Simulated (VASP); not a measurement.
# MgO (P-6m2) in VASP: settings compared

MgO is run at these levels: PBE, PBEsol; tasks: vibrations by perturbation theory.

Program: VASP 6.6.1. These are calculated values, not measurements. Logs are shortened: lines on timing, memory, paths and dates and some standing lists are left out, and cuts for length are marked.

## 1. The cell of the first run

It takes space group P-6m2 (No. 187, hexagonal). Conventional cell: a = 2.938 Å, b = 2.938 Å, c = 2.680 Å, α = 90.00°, β = 90.00°, γ = 120.00°. Mg (site symmetry -6m2) has 6 O at 2.16 Å and 2 Mg at 2.68 Å within 2.9 Å. O (site symmetry -6m2) has 6 Mg at 2.16 Å and 2 O at 2.68 Å within 2.9 Å.

## 2. Vibrations by perturbation theory, PBE

Input file INCAR:

```
PREC     = Accurate       # precision mode
ENCUT    = 520            # plane-wave cutoff, eV
EDIFF    = 1E-8           # SCF threshold, eV
ISMEAR   = -1             # smearing method
SIGMA    = 0.05           # smearing width, eV
LREAL    = F              # projectors in reciprocal space
LASPH    = T              # aspherical terms in the spheres
NELM     = 80             # most SCF steps
ALGO     = Normal         # electronic algorithm
ISIF     = 2              # what is computed and relaxed
LWAVE    = F              # write WAVECAR
LCHARG   = F              # write CHGCAR
GGA      = PE             # functional
NBANDS   = 11             # bands
IBRION   = 8              # ionic algorithm
NSW      = 1              # ionic steps
```

Input file KPOINTS:

```
regular mesh
0
Gamma
  10 10 10
```

Input file POSCAR:

```
MgO
1.0
    2.9380209034      0.0000000000      0.0000000000
   -1.4690104517      2.5444007392      0.0000000000
    0.0000000000      0.0000000000      2.6796800000
Mg O
1 1
Direct
    0.0000000000      0.0000000000      0.0000000000
    0.3333333333      0.6666666667      0.5000000000
```

Potentials or basis: VASP PAW PBE potentials, release 64 (Mg, O).

Started as:

```bash
$ cat potpaw_PBE.64/Mg/POTCAR potpaw_PBE.64/O/POTCAR > POTCAR
$ mpirun -np 1 vasp_std > vasp.out
```

OUTCAR:

```text
PREC = Accurate
   ENCUT = 520
   EDIFF = 1E-8
   ISMEAR = -1
   LREAL = F
   LASPH = T
   NELM = 80
   ISIF = 2
   GGA = PE
   IBRION = 8
   NSW = 1

 ion  position               nearest neighbor table
   1  0.000  0.000  0.000-   2 2.16   2 2.16   2 2.16   2 2.16   2 2.16   2 2.16
   2  0.333  0.667  0.500-   1 2.16   1 2.16   1 2.16   1 2.16   1 2.16   1 2.16

  LATTYP: Found a hexagonal cell.
 ALAT       =     2.9380209034
 C/A-ratio  =     0.9120697531

  Lattice vectors:

 A1 = (   2.9380209034,   0.0000000000,   0.0000000000)
 A2 = (  -1.4690104517,   2.5444007392,   0.0000000000)
 A3 = (   0.0000000000,   0.0000000000,   2.6796800000)

Analysis of symmetry for initial positions (statically):
=====================================================================
 Subroutine PRICEL returns:
 Original cell was already a primitive cell.

 Routine SETGRP: Setting up the symmetry group for a
 hexagonal supercell.

 Subroutine GETGRP returns: Found 12 space group operations
 (whereof 12 operations were pure point group operations)
 out of a pool of 24 trial point group operations.

The static configuration has the point symmetry D_3h.

Analysis of symmetry for dynamics (positions and initial velocities):
=====================================================================
 Subroutine PRICEL returns:
 Original cell was already a primitive cell.

 Routine SETGRP: Setting up the symmetry group for a
 hexagonal supercell.

 Subroutine GETGRP returns: Found 12 space group operations
 (whereof 12 operations were pure point group operations)
 out of a pool of 24 trial point group operations.

The dynamic configuration has the point symmetry D_3h.

 Subroutine INISYM returns: Found 12 space group operations
 (whereof 12 operations are pure point group operations),
 and found     1 'primitive' translations

----------------------------------------------------------------------------------------

                                     Primitive cell

  volume of cell :      20.0320

  direct lattice vectors                    reciprocal lattice vectors
     2.938020903  0.000000000  0.000000000     0.340365175  0.196509926  0.000000000
    -1.469010452  2.544400739  0.000000000     0.000000000  0.393019851  0.000000000
     0.000000000  0.000000000  2.679680000     0.000000000  0.000000000  0.373178887

  length of vectors
     2.938020903  2.938020903  2.679680000     0.393019851  0.393019851  0.373178887

  position of ions in fractional coordinates (direct lattice)
     0.000000000  0.000000000  0.000000000
     0.333333333  0.666666667  0.500000000

  ion indices of the primitive-cell ions
   primitive index   ion index
                 1           1
                 2           2

----------------------------------------------------------------------------------------

 KPOINTS: regular mesh

Automatic generation of k-mesh.
 Grid dimensions read from file:
 generate k-points for:   10   10   10

 Generating k-lattice:

  Cartesian coordinates                     Fractional coordinates (reciprocal lattice)
     0.034036518  0.019650993  0.000000000     0.100000000 -0.000000000  0.000000000
     0.000000000  0.039301985  0.000000000     0.000000000  0.100000000  0.000000000
     0.000000000  0.000000000  0.037317889     0.000000000  0.000000000  0.100000000

  Length of vectors
     0.039301985  0.039301985  0.037317889

  Shift w.r.t. Gamma in fractional coordinates (k-lattice)
     0.000000000  0.000000000  0.000000000

[... 75 lines left out ...]
   GGA     = PE    functional components
   LHFCALC =     F    Hartree Fock is set to
   AEXX    =    0.0000 exact exchange contribution
   IVDW    =     0    specifies the selected vdW correction
   LEPSILON=     F    determine dielectric tensor
   LRPA    =     F    only Hartree local field effects (RPA)
 non-spin polarized calculation
  energy-cutoff  :      520.00
  volume of cell :       20.03
 maximum number of plane-waves:       562
 NGX is ok and might be reduce to    24
   NGX = 11   NGY = 11   NGZ =  9

--------------------------------------- Ionic step        1  -------------------------------------------

 number of electron       7.9999996 magnetization

 Free energy of the ion-electron system (eV)
  ---------------------------------------------------
  ext. energy  EPLUGINS =         0.00000000
  ---------------------------------------------------
  free energy    TOTEN  =       -11.23043052 eV

  energy without entropy =      -11.23043052  energy(sigma->0) =      -11.23043052

 E-fermi :   4.3411     XC(G=0): -10.7337

 val. band max:        3.2973023466   @ k =   0.3000   0.3000   0.0000
 cond. band min:       6.3027007328   @ k =   0.0000   0.0000   0.0000
 fundamental gap:      3.0053983863
 Fermi energy:         4.3411039007

 k-point     1 :       0.0000    0.0000    0.0000
  band No.  band energies     occupation
      1     -14.1288      2.00000
      2       2.7017      2.00000
      3       2.7017      2.00000
      4       2.9026      2.00000
      5       6.3027      0.00000
      6      15.1726      0.00000
      7      18.8681      0.00000
      8      18.8681      0.00000
      9      23.1315      0.00000
     10      24.1783      0.00000
     11      25.7969      0.00000
[... 309 lines left out ...]
 k-point    24 :       0.4000    0.1000    0.1000
  band No.  band energies     occupation
      1     -13.0348      2.00000
      2      -1.2708      2.00000
      3       1.6811      2.00000
      4       2.8142      2.00000
      5      10.4032      0.00000
      6      13.7348      0.00000
      7      16.7494      0.00000
      8      20.5525      0.00000
      9      21.2114      0.00000
     10      25.8317      0.00000
     11      27.1093      0.00000

 [... further k-points ...]
[... 5 lines left out ...]
  --------------------------------------------------------------------------------------
  -------------------------------------------------------------------------------------
  Total       -0.0797812     -0.0797812     -0.0883974      0.0000000     -0.0000000     -0.0000000
  in kB       -6.3809835     -6.3809835     -7.0701187      0.0000000     -0.0000000     -0.0000000
  external PRESSURE =      -6.6106952 kB  Pullay stress =       0.0000000 kB

 VOLUME and BASIS-vectors are now :
 -----------------------------------------------------------------------------
  energy-cutoff  :      520.00
  volume of cell :       20.03
      direct lattice vectors                 reciprocal lattice vectors
     2.938020903  0.000000000  0.000000000     0.340365175  0.196509926  0.000000000
    -1.469010452  2.544400739  0.000000000     0.000000000  0.393019851  0.000000000
     0.000000000  0.000000000  2.679680000     0.000000000  0.000000000  0.373178887

 POSITION                                       TOTAL-FORCE (eV/Angst)
 -----------------------------------------------------------------------------------
      0.00000      0.00000      0.00000        -0.000000      0.000000      0.000000
     -0.00000      1.69627      1.33984         0.000000     -0.000000      0.000000
 -----------------------------------------------------------------------------------
    total drift:                                0.000000     -0.000000     -0.000000

  FREE ENERGIE OF THE ION-ELECTRON SYSTEM (eV)
  ---------------------------------------------------
  free  energy   TOTEN  =       -11.2304305181 eV

  energy  without entropy=      -11.2304305181  energy(sigma->0) =      -11.23043052

[... ionic steps 2 to 3 ...]

--------------------------------------- Ionic step        4  -------------------------------------------

------------------------ aborting loop because EDIFF is reached ----------------------------------------
[... 11 lines left out ...]
[... ionic steps 8 to 8 ...]

--------------------------------------- Ionic step        9  -------------------------------------------

 Free energy of the ion-electron system (eV)
  ---------------------------------------------------
  ---------------------------------------------------
  free energy    TOTEN  =        -0.35975468 eV

  energy without entropy =       -0.35975468

------------------------ aborting loop because EDIFF is reached ----------------------------------------

 INTERNAL STRAIN TENSOR  FOR ION    2  DIRECTION 3   (eV/Angst):
 -----------------------------------------------------------------------------
     0.00902 -0.00000  0.00000
    -0.00000  0.00902 -0.00000
     0.00000  0.00000 -0.00518

 INTERNAL STRAIN TENSOR FOR ION    2 for displacements in x,y,z  (eV/Angst):
          X           Y           Z          XY          YZ          ZX
  --------------------------------------------------------------------------------
  x    -0.00000     0.00000     0.00000     0.02082     0.00000     0.00000
  y     0.02082    -0.02082     0.00000    -0.00000     0.00000     0.00000
  z     0.00000     0.00000     0.00000     0.00000     0.00000     0.00000

 SECOND DERIVATIVES (NOT SYMMETRIZED)
 ------------------------------------
               1X          1Y          1Z          2X          2Y          2Z
  1X    -3.433135    0.000000    0.000000    3.433135   -0.000000    0.000000
  1Y     0.000000   -3.433135    0.000000   -0.000000    3.433135    0.000000
  1Z     0.000000    0.000000   -3.511377    0.000000    0.000000    3.511377
  2X     3.436085    0.000000    0.000000   -3.436085   -0.000000    0.000000
  2Y    -0.000000    3.436085    0.000000    0.000000   -3.436085    0.000000
  2Z     0.000000    0.000000    3.501993    0.000000   -0.000000   -3.501993

 Eigenvectors and eigenvalues of the dynamical matrix
 ----------------------------------------------------

   1 f  =    9.423472 THz    59.209423 2PiTHz  314.333203 cm-1    38.972333 meV
             X         Y         Z           dx          dy          dz
      0.000000  0.000000  0.000000     0.000000    0.000000   -0.630566
     -0.000000  1.696267  1.339840     0.000000   -0.000000    0.776135
[... 21 lines left out ...]
   6 f/i=    0.006171 THz     0.038772 2PiTHz    0.205834 cm-1     0.025520 meV
             X         Y         Z           dx          dy          dz
      0.000000  0.000000  0.000000     0.000000    0.000000   -0.776135
     -0.000000  1.696267  1.339840     0.000000    0.000000   -0.630566

--------------------------------------------------------------------------------------------------------

 ELASTIC MODULI CONTR FROM IONIC RELAXATION (kBar)
 Direction    XX          YY          ZZ          XY          YZ          ZX
 --------------------------------------------------------------------------------
 XX          -0.0015      0.0015      0.0000      0.0000      0.0000      0.0000
 YY           0.0015     -0.0015      0.0000     -0.0000      0.0000      0.0000
 ZZ           0.0000      0.0000      0.0000      0.0000      0.0000      0.0000
 XY           0.0000     -0.0000      0.0000     -0.0015      0.0000      0.0000
 YZ           0.0000      0.0000      0.0000      0.0000      0.0000      0.0000
 ZX           0.0000      0.0000      0.0000      0.0000      0.0000      0.0000
 --------------------------------------------------------------------------------
```

Run time: 2.2 min. Hardware: 1 thread of AMD EPYC 9R14 (Zen 4), shared host; peak memory 0.28 GiB.

What came out:

| Property | Result |
| --- | --- |
| Highest phonon frequency at Γ, LO-TO splitting left out | 314 cm⁻¹ |

Phonon frequencies in cm⁻¹ (negative: imaginary):
| q point | frequencies |
| --- | --- |
| (0.000, 0.000, 0.000) | 0 0 0 311 311 314 |

## 3. Vibrations by perturbation theory, PBEsol

Input file INCAR:

```
SYSTEM = MgO
  PREC = Accurate
  ENCUT = 520
  EDIFF = 1E-8
  ISMEAR = -1
  SIGMA = 0.05
  LREAL = .False.
  LASPH = .True.
  NELM = 80
  ALGO = Normal
  ISIF = 2
  LWAVE = .False.
  LCHARG = .False.
  GGA = PS
  IBRION = 8
  NSW = 1
```

Input file KPOINTS:

```
Automatic mesh
0
Gamma
  10 10 10
  0 0 0
```

POSCAR is that of step 2.

Potentials or basis: VASP PAW PBE potentials, release 64 (Mg, O).

Started as:

```bash
$ cat potpaw_PBE.64/Mg/POTCAR potpaw_PBE.64/O/POTCAR > POTCAR
$ mpirun -np 1 vasp_std > vasp.out
```

OUTCAR:

```text
SYSTEM = MgO
   PREC = Accurate
   ENCUT = 520
   EDIFF = 1E-8
   ISMEAR = -1
   LREAL = .False.
   LASPH = .True.
   NELM = 80
   ISIF = 2
   GGA = PS
   IBRION = 8
   NSW = 1

 ion  position               nearest neighbor table
   1  0.000  0.000  0.000-   2 2.16   2 2.16   2 2.16   2 2.16   2 2.16   2 2.16
   2  0.333  0.667  0.500-   1 2.16   1 2.16   1 2.16   1 2.16   1 2.16   1 2.16

  LATTYP: Found a hexagonal cell.
 ALAT       =     2.9380209034
 C/A-ratio  =     0.9120697531

  Lattice vectors:

 A1 = (   2.9380209034,   0.0000000000,   0.0000000000)
 A2 = (  -1.4690104517,   2.5444007392,   0.0000000000)
 A3 = (   0.0000000000,   0.0000000000,   2.6796800000)

Analysis of symmetry for initial positions (statically):
=====================================================================
 Subroutine PRICEL returns:
 Original cell was already a primitive cell.

 Routine SETGRP: Setting up the symmetry group for a
 hexagonal supercell.

 Subroutine GETGRP returns: Found 12 space group operations
 (whereof 12 operations were pure point group operations)
 out of a pool of 24 trial point group operations.

The static configuration has the point symmetry D_3h.

Analysis of symmetry for dynamics (positions and initial velocities):
=====================================================================
 Subroutine PRICEL returns:
 Original cell was already a primitive cell.

 Routine SETGRP: Setting up the symmetry group for a
[... 451 lines left out ...]
     -0.00000      1.69627      1.33984        -0.000000      0.000000      0.000000
 -----------------------------------------------------------------------------------
    total drift:                                0.000000     -0.000000     -0.000000

  FREE ENERGIE OF THE ION-ELECTRON SYSTEM (eV)
  ---------------------------------------------------
  free  energy   TOTEN  =       -11.8165346681 eV

  energy  without entropy=      -11.8165346680  energy(sigma->0) =      -11.81653467

[... ionic steps 2 to 3 ...]

--------------------------------------- Ionic step        4  -------------------------------------------

------------------------ aborting loop because EDIFF is reached ----------------------------------------
[... 11 lines left out ...]
[... ionic steps 8 to 8 ...]

--------------------------------------- Ionic step        9  -------------------------------------------

 Free energy of the ion-electron system (eV)
  ---------------------------------------------------
  ---------------------------------------------------
  free energy    TOTEN  =        -0.35724501 eV

  energy without entropy =       -0.35724501

------------------------ aborting loop because EDIFF is reached ----------------------------------------

 INTERNAL STRAIN TENSOR  FOR ION    2  DIRECTION 3   (eV/Angst):
 -----------------------------------------------------------------------------
     0.00904 -0.00000  0.00000
    -0.00000  0.00904  0.00000
     0.00000  0.00000 -0.00522

 INTERNAL STRAIN TENSOR FOR ION    2 for displacements in x,y,z  (eV/Angst):
          X           Y           Z          XY          YZ          ZX
  --------------------------------------------------------------------------------
  x     0.00000    -0.00000     0.00000    -0.08799     0.00000     0.00000
  y    -0.08799     0.08799     0.00000     0.00000     0.00000     0.00000
  z     0.00000     0.00000     0.00000     0.00000     0.00000     0.00000

 SECOND DERIVATIVES (NOT SYMMETRIZED)
 ------------------------------------
               1X          1Y          1Z          2X          2Y          2Z
  1X    -3.322517    0.000000    0.000000    3.322517    0.000000    0.000000
  1Y     0.000000   -3.322517    0.000000    0.000000    3.322517    0.000000
  1Z    -0.000000   -0.000000   -3.396277    0.000000    0.000000    3.396277
  2X     3.325641    0.000000    0.000000   -3.325641    0.000000    0.000000
  2Y     0.000000    3.325641    0.000000    0.000000   -3.325641    0.000000
  2Z     0.000000    0.000000    3.388143   -0.000000    0.000000   -3.388143

 Eigenvectors and eigenvalues of the dynamical matrix
 ----------------------------------------------------

   1 f  =    9.268515 THz    58.235797 2PiTHz  309.164382 cm-1    38.331481 meV
             X         Y         Z           dx          dy          dz
      0.000000  0.000000  0.000000    -0.000000    0.000000   -0.630514
     -0.000000  1.696267  1.339840    -0.000000   -0.000000    0.776178
[... 21 lines left out ...]
   6 f/i=    0.005439 THz     0.034171 2PiTHz    0.181411 cm-1     0.022492 meV
             X         Y         Z           dx          dy          dz
      0.000000  0.000000  0.000000    -0.000000   -0.000000    0.776178
     -0.000000  1.696267  1.339840    -0.000000   -0.000000    0.630514

--------------------------------------------------------------------------------------------------------

 ELASTIC MODULI CONTR FROM IONIC RELAXATION (kBar)
 Direction    XX          YY          ZZ          XY          YZ          ZX
 --------------------------------------------------------------------------------
 XX          -0.3181      0.3181      0.0000      0.0000      0.0000      0.0000
 YY           0.3181     -0.3181      0.0000     -0.0000      0.0000      0.0000
 ZZ           0.0000      0.0000      0.0000      0.0000      0.0000      0.0000
 XY           0.0000     -0.0000      0.0000     -0.3181      0.0000      0.0000
 YZ           0.0000      0.0000      0.0000      0.0000      0.0000      0.0000
 ZX           0.0000      0.0000      0.0000      0.0000      0.0000      0.0000
 --------------------------------------------------------------------------------
```

OSZICAR:

```text
N       E                     dE             d eps       ncg     rms          rms(c)
DAV:   1     0.122732854636E+02    0.12273E+02   -0.48790E+03  1632   0.887E+02
[... 59 lines left out ...]
RMM:   5    -0.357263132297E+00    0.59312E-04   -0.92442E-06  3076   0.298E-02    0.167E-03
RMM:   6    -0.357252899760E+00    0.10233E-04   -0.66058E-08  3255   0.278E-03    0.926E-04
RMM:   7    -0.357245754569E+00    0.71452E-05   -0.75558E-09  3250   0.989E-04    0.523E-05
RMM:   8    -0.357244972421E+00    0.78215E-06   -0.60883E-10  3266   0.953E-05    0.209E-05
RMM:   9    -0.357244924285E+00    0.48136E-07   -0.82954E-10  3350   0.528E-05    0.310E-06
RMM:  10    -0.357245005364E+00   -0.81079E-07   -0.30420E-09  3021   0.174E-05    0.659E-07
RMM:  11    -0.357245005258E+00    0.10551E-09    0.14475E-09  2615   0.132E-05    0.101E-07
 Linear response finished
```

Wall time 1.7 min (1 thread of AMD EPYC 9R14 (Zen 4), shared host); peak memory 0.25 GiB.

Results:

```
Highest phonon frequency at Γ, LO-TO splitting left out : 309 cm⁻¹
```

Phonon frequencies in cm⁻¹ (negative: imaginary):
| q point | frequencies |
| --- | --- |
| (0.000, 0.000, 0.000) | 0 0 0 306 306 309 |

Caveat: the cell wasn't relaxed at this level first, which shifts response properties; the PAW data sets were made with another functional, which shifts forces and pressure a little.
